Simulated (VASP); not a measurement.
# ZnS (P3m1) in VASP: single point with PBE

Aim: the single point of ZnS with PBE.

Everything below comes from runs of VASP 6.6.1. Logs are shortened: lines on timing, memory, paths and dates and some standing lists are left out, and cuts for length are marked.

## (1) The cell of the first run

The structure is trigonal, space group P3m1 (No. 156). The conventional cell has a = 3.805 Å, b = 3.805 Å, c = 24.916 Å, α = 90.00°, β = 90.00°, γ = 120.00°. Zn (site symmetry 3m) has 4 S at 2.33 Å within 3.1 Å. Zn (site symmetry 3m) has 4 S at 2.33 Å within 3.1 Å. Within 3.1 Å of Zn (site symmetry 3m) lie 4 S at 2.33 Å. Zn (site symmetry 3m) has 4 S at 2.33 Å within 3.1 Å. Within 3.1 Å of Zn (site symmetry 3m) lie 4 S at 2.33 Å. Within 3.1 Å of Zn (site symmetry 3m) lie 4 S at 2.33 Å. Zn (site symmetry 3m) has 4 S at 2.33 Å within 3.1 Å. Within 3.1 Å of Zn (site symmetry 3m) lie 4 S at 2.33 Å.

## (2) Single point, PBE

File INCAR:

```
ALGO = Normal ; EDIFF = 1E-6
ENCUT = 520 ; GGA = PE
ISIF = 2 ; ISMEAR = -1
LASPH = T ; LCHARG = F
LREAL = Auto ; LWAVE = F
NBANDS = 86 ; NELM = 80
PREC = Accurate ; SIGMA = 0.02
```

File KPOINTS:

```
k-points
0
Gamma
  8 8 2
```

File POSCAR:

```
ZnS
1.0
    3.8050880673      0.0000000000      0.0000000000
   -1.9025440336      3.2953029299      0.0000000000
    0.0000000000      0.0000000000     24.9159345000
Zn S
8 8
Direct
    0.3333333333      0.6666666667      0.1251184100
    0.0000000000      0.0000000000      0.0001589700
    0.6666666667      0.3333333333      0.6250474700
    0.6666666667      0.3333333333      0.8751387000
    0.0000000000      0.0000000000      0.7500222700
    0.3333333333      0.6666666667      0.5000781600
    0.0000000000      0.0000000000      0.3750879400
    0.6666666667      0.3333333333      0.2501284900
    0.6666666667      0.3333333333      0.3437219900
    0.6666666667      0.3333333333      0.7185811600
    0.3333333333      0.6666666667      0.2187340500
    0.0000000000      0.0000000000      0.8436723900
    0.6666666667      0.3333333333      0.9688127500
    0.0000000000      0.0000000000      0.0937260600
    0.3333333333      0.6666666667      0.5936859800
    0.0000000000      0.0000000000      0.4686862100
```

Potentials or basis: VASP PAW PBE potentials, release 64 (Zn, S).

Run with:

```sh
$ cat potpaw_PBE.64/Zn/POTCAR potpaw_PBE.64/S/POTCAR > POTCAR
$ mpirun -np 1 vasp_std > vasp.out
```

OUTCAR:

```text
EDIFF = 1E-6
   ENCUT = 520
   GGA = PE
   ISIF = 2
   ISMEAR = -1
   LASPH = T
   LREAL = Auto
   NELM = 80
   PREC = Accurate

 ion  position               nearest neighbor table
   1  0.333  0.667  0.125-  14 2.33  14 2.33  14 2.33  11 2.33
   2  0.000  0.000  0.000-  14 2.33  13 2.33  13 2.33  13 2.33
   3  0.667  0.333  0.625-  10 2.33  15 2.33  15 2.33  15 2.33
   4  0.667  0.333  0.875-  12 2.33  12 2.33  12 2.33  13 2.33
   5  0.000  0.000  0.750-  10 2.33  10 2.33  10 2.33  12 2.33
   6  0.333  0.667  0.500-  16 2.33  16 2.33  16 2.33  15 2.33
[... 8 lines left out ...]
  15  0.333  0.667  0.594-   3 2.33   3 2.33   3 2.33   6 2.33
  16  0.000  0.000  0.469-   6 2.33   6 2.33   6 2.33   7 2.33

  LATTYP: Found a hexagonal cell.
 ALAT       =     3.8050880673
 C/A-ratio  =     6.5480572484

  Lattice vectors:

 A1 = (   3.8050880673,   0.0000000000,   0.0000000000)
 A2 = (  -1.9025440336,   3.2953029299,   0.0000000000)
 A3 = (   0.0000000000,   0.0000000000,  24.9159345000)

Analysis of symmetry for initial positions (statically):
=====================================================================
 Subroutine PRICEL returns:
 Original cell was already a primitive cell.

 Routine SETGRP: Setting up the symmetry group for a
 hexagonal supercell.

 Subroutine GETGRP returns: Found  6 space group operations
 (whereof  6 operations were pure point group operations)
 out of a pool of 24 trial point group operations.

The static configuration has the point symmetry C_3v.

Analysis of symmetry for dynamics (positions and initial velocities):
=====================================================================
 Subroutine PRICEL returns:
 Original cell was already a primitive cell.

 Routine SETGRP: Setting up the symmetry group for a
 hexagonal supercell.

 Subroutine GETGRP returns: Found  6 space group operations
 (whereof  6 operations were pure point group operations)
 out of a pool of 24 trial point group operations.

The dynamic configuration has the point symmetry C_3v.

 Subroutine INISYM returns: Found  6 space group operations
 (whereof  6 operations are pure point group operations),
 and found     1 'primitive' translations

----------------------------------------------------------------------------------------

                                     Primitive cell

  volume of cell :     312.4189

  direct lattice vectors                    reciprocal lattice vectors
     3.805088067  0.000000000  0.000000000     0.262806007  0.151731119  0.000000000
    -1.902544034  3.295302930  0.000000000     0.000000000  0.303462237  0.000000000
     0.000000000  0.000000000 24.915934500     0.000000000  0.000000000  0.040134959

  length of vectors
     3.805088067  3.805088067 24.915934500     0.303462237  0.303462237  0.040134959

  position of ions in fractional coordinates (direct lattice)
     0.333333333  0.666666667  0.125118410
     0.000000000  0.000000000  0.000158970
     0.666666667  0.333333333  0.625047470
     0.666666667  0.333333333  0.875138700
     0.000000000  0.000000000  0.750022270
     0.333333333  0.666666667  0.500078160
[... 8 lines left out ...]
     0.333333333  0.666666667  0.593685980
     0.000000000  0.000000000  0.468686210

  ion indices of the primitive-cell ions
   primitive index   ion index
                 1           1
                 2           2
                 3           3
                 4           4
                 5           5
                 6           6
[... 8 lines left out ...]
                15          15
                16          16

----------------------------------------------------------------------------------------

 KPOINTS: k-points

Automatic generation of k-mesh.
 Grid dimensions read from file:
 generate k-points for:    8    8    2

 Generating k-lattice:

  Cartesian coordinates                     Fractional coordinates (reciprocal lattice)
     0.032850751  0.018966390  0.000000000     0.125000000 -0.000000000  0.000000000
     0.000000000  0.037932780  0.000000000     0.000000000  0.125000000  0.000000000
     0.000000000  0.000000000  0.020067479     0.000000000  0.000000000  0.500000000

  Length of vectors
     0.037932780  0.037932780  0.020067479

  Shift w.r.t. Gamma in fractional coordinates (k-lattice)
     0.000000000  0.000000000  0.000000000

 Subroutine IBZKPT returns following result:
 ===========================================

 Found     20 irreducible k-points:

 Following reciprocal coordinates:
            Coordinates               Weight
  0.000000  0.000000  0.000000      1.000000
  0.125000 -0.000000  0.000000      6.000000
  0.250000 -0.000000  0.000000      6.000000
  0.375000  0.000000  0.000000      6.000000
  0.500000 -0.000000  0.000000      3.000000
  0.125000  0.125000  0.000000      6.000000
[... 12 lines left out ...]
  0.250000  0.250000  0.500000      6.000000
  0.375000  0.250000  0.500000      6.000000
   k-points           NKPTS =     20   k-points in BZ     NKDIM =     20   number of bands    NBANDS=     86
   number of dos      NEDOS =    301   number of ions     NIONS =     16
   total plane-waves  NPLWV = 150528
   dimension x,y,z NGX =    28 NGY =   28 NGZ =  192
   dimension x,y,z NGXF=    56 NGYF=   56 NGZF=  384
   ions per type =               8   8
   NGX,Y,Z   is equivalent  to a cutoff of  12.23, 12.23, 12.81 a.u.
   NGXF,Y,Z  is equivalent  to a cutoff of  24.47, 24.47, 25.62 a.u.
 SYSTEM =  unknown system
   PREC   = accura    normal or accurate (medium, high low for compatibility)
   ISTART =      0    job   : 0-new  1-cont  2-samecut
   ICHARG =      2    charge: 1-file 2-atom 10-const
   ISPIN  =      1    spin polarized calculation?
   LNONCOLLINEAR =      F non collinear calculations
   LSORBIT =      F    spin-orbit coupling
   LASPH  =      T    aspherical Exc in radial PAW
   ENCUT  =  520.0 eV  38.22 Ry    6.18 a.u.   7.07  7.07 46.33*2*pi/ulx,y,z
   NELM   =     80;   NELMIN=  2; NELMDL= -5     # of ELM steps
   EDIFF  = 0.1E-05   stopping-criterion for ELM
   LREAL  =      T    real-space projection
   EDIFFG = 0.1E-04   stopping-criterion for IOM
   NSW    =      0    number of steps for IOM
   IBRION =     -1    ionic relax: 0-MD 1-quasi-New 2-CG
   NFREE  =      0    steps in history (QN), initial steepest desc. (CG)
   ISIF   =      2    stress and relaxation
   ISYM   =      2    0-nonsym 1-usesym 2-fastsym
   POTIM  = 0.5000    time-step for ionic-motion
   TEBEG  =    0.0;   TEEND  =   0.0 temperature during run
   PSTRESS=    0.0 pullay stress
   NELECT =     144.0000    total number of electrons
   NUPDOWN=      -1.0000    fix difference up-down
   EMIN   =  10.00;   EMAX   =-10.00  energy-range for DOS
   EFERMI =   0.00;   METHOD = LEGACY
   ISMEAR =    -1;   SIGMA  =   0.02  broadening in eV -4-tet -1-fermi 0-gaus
   EFERMI_NEDOS =   21; number of points for ismear=-14 and -15
   IALGO  =     38    algorithm
   IMIX   =      4    mixing-type and parameters
     AMIX     =   0.40;   BMIX     =  1.00
     AMIX_MAG =   1.60;   BMIX_MAG =  1.00
  volume/ion in A,a.u.               =      19.53       131.77
  Fermi-wavevector in a.u.,A,eV,Ry     =   1.264591  2.389730 21.758289  1.599189
  Thomas-Fermi vector in A             =   2.397888
   LORBIT       =      0    0 simple, 1 ext, 2 COOP (PROOUT), +10 PAW based schemes
   GGA     = PE    functional components
   LHFCALC =     F    Hartree Fock is set to
   AEXX    =    0.0000 exact exchange contribution
   IVDW    =     0    specifies the selected vdW correction
   LEPSILON=     F    determine dielectric tensor
   LRPA    =     F    only Hartree local field effects (RPA)
 non-spin polarized calculation
  energy-cutoff  :      520.00
  volume of cell :      312.42
 maximum number of plane-waves:      8463
   NGX = 15   NGY = 15   NGZ = 93

 number of electron     143.9999939 magnetization

 Free energy of the ion-electron system (eV)
  ---------------------------------------------------
  ext. energy  EPLUGINS =         0.00000000
  ---------------------------------------------------
  free energy    TOTEN  =       -54.72721521 eV

  energy without entropy =      -54.72721521  energy(sigma->0) =      -54.72721521

 E-fermi :   2.6503     XC(G=0):  -9.6765

 val. band max:        2.2112615940   @ k =   0.0000   0.0000   0.0000
 cond. band min:       4.3831658702   @ k =   0.0000   0.0000   0.0000
 fundamental gap:      2.1719042762
 Fermi energy:         2.6502646518

 k-point     1 :       0.0000    0.0000    0.0000
  band No.  band energies     occupation
      1     -11.0112      2.00000
      2     -10.8940      2.00000
      3     -10.8898      2.00000
      4     -10.5814      2.00000
      5     -10.5811      2.00000
      6     -10.2304      2.00000
[... 76 lines left out ...]
     83       8.5590      0.00000
     84       8.5590      0.00000

 k-point     2 :       0.1250   -0.0000    0.0000
  band No.  band energies     occupation
      1     -10.9049      2.00000
      2     -10.7926      2.00000
      3     -10.7880      2.00000
      4     -10.4949      2.00000
      5     -10.4921      2.00000
      6     -10.1619      2.00000
[... 1555 lines left out ...]
     83       8.2111      0.00000
     84       8.2408      0.00000

 k-point    20 :       0.3750    0.2500    0.5000
  band No.  band energies     occupation
      1      -9.9089      2.00000
      2      -9.9002      2.00000
      3      -9.8660      2.00000
      4      -9.8651      2.00000
      5      -9.8128      2.00000
      6      -9.8108      2.00000
[... 76 lines left out ...]
     83       8.2026      0.00000
     84       8.2585      0.00000
 [bands above 84 left out]

------------------------ aborting loop because EDIFF is reached ----------------------------------------

  FORCE on cell =-STRESS in cart. coord.  units (eV):
  Direction    XX          YY          ZZ          XY          YZ          ZX
  --------------------------------------------------------------------------------------
  -------------------------------------------------------------------------------------
  Total        5.0655234      5.0655234      4.9342042      0.0000000     -0.0000000      0.0000000
  in kB       25.9775191     25.9775191     25.3040750      0.0000000     -0.0000000      0.0000000
  external PRESSURE =      25.7530377 kB  Pullay stress =       0.0000000 kB

 VOLUME and BASIS-vectors are now :
 -----------------------------------------------------------------------------
  energy-cutoff  :      520.00
  volume of cell :      312.42
      direct lattice vectors                 reciprocal lattice vectors
     3.805088067  0.000000000  0.000000000     0.262806007  0.151731119  0.000000000
    -1.902544034  3.295302930  0.000000000     0.000000000  0.303462237  0.000000000
     0.000000000  0.000000000 24.915934500     0.000000000  0.000000000  0.040134959

 POSITION                                       TOTAL-FORCE (eV/Angst)
 -----------------------------------------------------------------------------------
     -0.00000      2.19687      3.11744        -0.000000     -0.000000     -0.004918
      0.00000      0.00000      0.00396         0.000000      0.000000      0.004009
      1.90254      1.09843     15.57364         0.000000     -0.000000     -0.013683
      1.90254      1.09843     21.80490        -0.000000      0.000000      0.000973
      0.00000      0.00000     18.68751         0.000000     -0.000000     -0.008963
     -0.00000      2.19687     12.45991         0.000000     -0.000000     -0.005798
[... 8 lines left out ...]
     -0.00000      2.19687     14.79224         0.000000     -0.000000      0.001999
      0.00000      0.00000     11.67775        -0.000000     -0.000000      0.007330
 -----------------------------------------------------------------------------------
    total drift:                               -0.000000     -0.000007      0.003434

  FREE ENERGIE OF THE ION-ELECTRON SYSTEM (eV)
  ---------------------------------------------------
  free  energy   TOTEN  =       -54.7272152051 eV

  energy  without entropy=      -54.7272152051  energy(sigma->0) =      -54.72721521
```

It took 25 min on 1 thread of Intel Xeon Platinum 8259CL at 2.50GHz (Skylake/Cascade Lake), shared host; peak memory 0.57 GiB.

Results:

```yaml
Free_energy: -54.7272 eV
Pressure: 2.6 GPa
Largest_force: 0.014 eV/Å
Band_gap_on_the_k_mesh: 2.17 eV
```

Forces in eV/Å, atoms in the order of the input:
```
Zn   0.000  0.000 -0.005
Zn   0.000  0.000  0.004
Zn   0.000  0.000 -0.014
Zn   0.000  0.000  0.001
Zn   0.000  0.000 -0.009
Zn   0.000  0.000 -0.006
Zn   0.000  0.000 -0.004
Zn   0.000  0.000 -0.009
S    0.000  0.000  0.005
S    0.000  0.000 -0.001
S    0.000  0.000  0.004
S    0.000  0.000  0.006
S    0.000  0.000  0.008
S    0.000  0.000  0.009
S    0.000  0.000  0.002
S    0.000  0.000  0.007
```
